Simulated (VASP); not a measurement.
# Ca2YI2 (P-6m2) in VASP: single point with PBE

Aim: the single point of Ca2YI2 with PBE.

Everything below comes from runs of VASP 6.6.1. Logs are shortened: lines on timing, memory, paths and dates and some standing lists are left out, and cuts for length are marked.

## Step 1: The cell of the first run

The structure is hexagonal, space group P-6m2 (No. 187). Conventional cell: a = 4.967 Å, b = 4.967 Å, c = 10.372 Å, α = 90.00°, β = 90.00°, γ = 120.00°. Ca (site symmetry 3m) has 6 I at 3.71 to 4.03 Å and 3 Y at 4.03 Å and 7 Ca at 4.72 to 4.97 Å within 5.0 Å. Within 3.8 Å of Y (site symmetry -6m2) lie 3 I at 2.87 Å. I (site symmetry -6m2) has 6 Ca at 3.71 Å and 6 I at 4.97 Å and 2 Y at 5.19 Å within 5.2 Å. Within 3.8 Å of I (site symmetry -6m2) lie 3 Y at 2.87 Å.

The cell was generated, and may not be a known phase.

## Step 2: Single point, PBE

INCAR

```
PREC = Accurate
ENCUT = 520
EDIFF = 1E-7
ISMEAR = 0
SIGMA = 0.1
LREAL = False
LASPH = True
NELM = 60
ALGO = Normal
ISIF = 2
LWAVE = False
LCHARG = False
GGA = PE
NBANDS = 30
```

KPOINTS

```
Automatic mesh
0
Gamma
  12 12 4
```

POSCAR

```
Ca2YI2
1.0
    4.9674912722     -0.0000000030      0.0000000000
   -2.4837456335      4.3019736363      0.0000000000
    0.0000000000      0.0000000000     10.3717805660
Ca Y I
2 1 2
Direct
    0.0000000000      0.0000000000      0.7273204841
    0.0000000000      0.0000000000      0.2726795159
    0.6666666667      0.3333333333      0.0000000000
    0.6666666667      0.3333333333      0.5000000000
    0.3333333333      0.6666666667      0.0000000000
```

Potentials or basis: VASP PAW PBE potentials, release 64 (Ca_sv, Y_sv, I).

On the command line:

```bash
$ cat potpaw_PBE.64/Ca_sv/POTCAR potpaw_PBE.64/Y_sv/POTCAR potpaw_PBE.64/I/POTCAR > POTCAR
$ mpirun -np 1 vasp_std > vasp.out
```

OUTCAR:

```text
PREC = Accurate
   ENCUT = 520
   EDIFF = 1E-7
   ISMEAR = 0
   LREAL = False
   LASPH = True
   NELM = 60
   ISIF = 2
   GGA = PE

 ion  position               nearest neighbor table
   1  0.000  0.000  0.727-
   2  0.000  0.000  0.273-
   3  0.667  0.333  0.000-   5 2.87   5 2.87   5 2.87
   4  0.667  0.333  0.500-
   5  0.333  0.667  0.000-   3 2.87   3 2.87   3 2.87

  LATTYP: Found a hexagonal cell.
 ALAT       =     4.9674912722
 C/A-ratio  =     2.0879313113

  Lattice vectors:

 A1 = (   4.9674912722,  -0.0000000030,   0.0000000000)
 A2 = (  -2.4837456335,   4.3019736363,   0.0000000000)
 A3 = (   0.0000000000,   0.0000000000,  10.3717805660)

Analysis of symmetry for initial positions (statically):
=====================================================================
 Subroutine PRICEL returns:
 Original cell was already a primitive cell.

 Routine SETGRP: Setting up the symmetry group for a
 hexagonal supercell.

 Subroutine GETGRP returns: Found 12 space group operations
 (whereof 12 operations were pure point group operations)
 out of a pool of 24 trial point group operations.

The static configuration has the point symmetry D_3h.

Analysis of symmetry for dynamics (positions and initial velocities):
=====================================================================
 Subroutine PRICEL returns:
 Original cell was already a primitive cell.

 Routine SETGRP: Setting up the symmetry group for a
 hexagonal supercell.

 Subroutine GETGRP returns: Found 12 space group operations
 (whereof 12 operations were pure point group operations)
 out of a pool of 24 trial point group operations.

The dynamic configuration has the point symmetry D_3h.

 Subroutine INISYM returns: Found 12 space group operations
 (whereof 12 operations are pure point group operations),
 and found     1 'primitive' translations

----------------------------------------------------------------------------------------

                                     Primitive cell

  volume of cell :     221.6451

[... 88 lines left out ...]
   ISPIN  =      1    spin polarized calculation?
   LNONCOLLINEAR =      F non collinear calculations
   LSORBIT =      F    spin-orbit coupling
   LASPH  =      T    aspherical Exc in radial PAW
   ENCUT  =  520.0 eV  38.22 Ry    6.18 a.u.   9.24  9.24 19.28*2*pi/ulx,y,z
   NELM   =     60;   NELMIN=  2; NELMDL= -5     # of ELM steps
   EDIFF  = 0.1E-06   stopping-criterion for ELM
   LREAL  =      F    real-space projection
   EDIFFG = 0.1E-05   stopping-criterion for IOM
   NSW    =      0    number of steps for IOM
   IBRION =     -1    ionic relax: 0-MD 1-quasi-New 2-CG
   NFREE  =      0    steps in history (QN), initial steepest desc. (CG)
   ISIF   =      2    stress and relaxation
   ISYM   =      2    0-nonsym 1-usesym 2-fastsym
   POTIM  = 0.5000    time-step for ionic-motion
   TEBEG  =    0.0;   TEEND  =   0.0 temperature during run
   PSTRESS=    0.0 pullay stress
   NELECT =      45.0000    total number of electrons
   NUPDOWN=      -1.0000    fix difference up-down
   EMIN   =  10.00;   EMAX   =-10.00  energy-range for DOS
   EFERMI =   0.00;   METHOD = LEGACY
   ISMEAR =     0;   SIGMA  =   0.10  broadening in eV -4-tet -1-fermi 0-gaus
   EFERMI_NEDOS =   21; number of points for ismear=-14 and -15
   IALGO  =     38    algorithm
   IMIX   =      4    mixing-type and parameters
     AMIX     =   0.40;   BMIX     =  1.00
     AMIX_MAG =   1.60;   BMIX_MAG =  1.00
  volume/ion in A,a.u.               =      44.33       299.15
  Fermi-wavevector in a.u.,A,eV,Ry     =   0.962187  1.818270 12.596333  0.925804
  Thomas-Fermi vector in A             =   2.091624
   LORBIT       =      0    0 simple, 1 ext, 2 COOP (PROOUT), +10 PAW based schemes
   GGA     = PE    functional components
   LHFCALC =     F    Hartree Fock is set to
   AEXX    =    0.0000 exact exchange contribution
   IVDW    =     0    specifies the selected vdW correction
   LEPSILON=     F    determine dielectric tensor
   LRPA    =     F    only Hartree local field effects (RPA)
 non-spin polarized calculation
 Gauss-broadening in eV      SIGMA  =   0.10
  energy-cutoff  :      520.00
  volume of cell :      221.65
 maximum number of plane-waves:      6009
 NGX is ok and might be reduce to    40
   NGX = 19   NGY = 19   NGZ = 39

 number of electron      44.9999995 magnetization

 Free energy of the ion-electron system (eV)
  ---------------------------------------------------
  ext. energy  EPLUGINS =         0.00000000
  ---------------------------------------------------
  free energy    TOTEN  =       -14.92922352 eV

  energy without entropy =      -14.91613168  energy(sigma->0) =      -14.92267760

 E-fermi :   3.3509     XC(G=0):  -7.7120

 val. band max:        3.3414029551   @ k =   0.1667   0.1667   0.0000
 cond. band min:       3.4064861729   @ k =   0.3333   0.3333   0.5000
 fundamental gap:      0.0650832178
 Fermi energy:         3.3509002176

 k-point     1 :       0.0000    0.0000    0.0000
  band No.  band energies     occupation
      1     -39.9586      2.00000
      2     -39.8070      2.00000
      3     -39.8070      2.00000
      4     -20.7681      2.00000
      5     -20.7639      2.00000
      6     -20.7602      2.00000
[... 781 lines left out ...]
     29       5.0218      0.00000
     30       5.1962      0.00000

 [... further k-points ...]

------------------------ aborting loop because EDIFF is reached ----------------------------------------

  FORCE on cell =-STRESS in cart. coord.  units (eV):
  Direction    XX          YY          ZZ          XY          YZ          ZX
  --------------------------------------------------------------------------------------
  -------------------------------------------------------------------------------------
  Total       -0.0182398     -0.0182398      0.0345570     -0.0000000      0.0000000      0.0000000
  in kB       -0.1318479     -0.1318479      0.2497975     -0.0000000      0.0000000      0.0000000
  external PRESSURE =      -0.0046328 kB  Pullay stress =       0.0000000 kB

 VOLUME and BASIS-vectors are now :
 -----------------------------------------------------------------------------
  energy-cutoff  :      520.00
  volume of cell :      221.65
      direct lattice vectors                 reciprocal lattice vectors
     4.967491272 -0.000000003  0.000000000     0.201308859  0.116225724  0.000000000
    -2.483745633  4.301973636  0.000000000     0.000000000  0.232451448  0.000000000
     0.000000000  0.000000000 10.371780566     0.000000000  0.000000000  0.096415461

 POSITION                                       TOTAL-FORCE (eV/Angst)
 -----------------------------------------------------------------------------------
      0.00000      0.00000      7.54361        -0.000000      0.000000      0.002943
      0.00000      0.00000      2.82817        -0.000000      0.000000     -0.002943
      2.48375      1.43399      0.00000         0.000000     -0.000000      0.000000
      2.48375      1.43399      5.18589        -0.000000      0.000000      0.000000
      0.00000      2.86798      0.00000        -0.000000      0.000000      0.000000
 -----------------------------------------------------------------------------------
    total drift:                               -0.000000      0.000000      0.000000

  FREE ENERGIE OF THE ION-ELECTRON SYSTEM (eV)
  ---------------------------------------------------
  free  energy   TOTEN  =       -14.9292235232 eV

  energy  without entropy=      -14.9161316826  energy(sigma->0) =      -14.92267760
```

It took 7 min on 1 thread of Intel Xeon Platinum 8259CL at 2.50GHz (Skylake/Cascade Lake), shared host; peak memory 0.63 GiB.

What came out:

| Property | Result |
| --- | --- |
| Free energy | -14.9292 eV |
| Pressure | 0.0 GPa |
| Band gap on the k mesh | zero (an odd number of electrons rules out a gap without spin polarisation) |

Forces on the atoms (eV/Å):
```
Ca   0.000  0.000  0.003
Ca   0.000  0.000 -0.003
Y    0.000  0.000  0.000
I    0.000  0.000  0.000
I    0.000  0.000  0.000
```

Caveat: spin-orbit coupling is left out, which moves the levels of the heavy elements.

The gap in the log of VASP goes by the Fermi energy; the results here count the filled bands.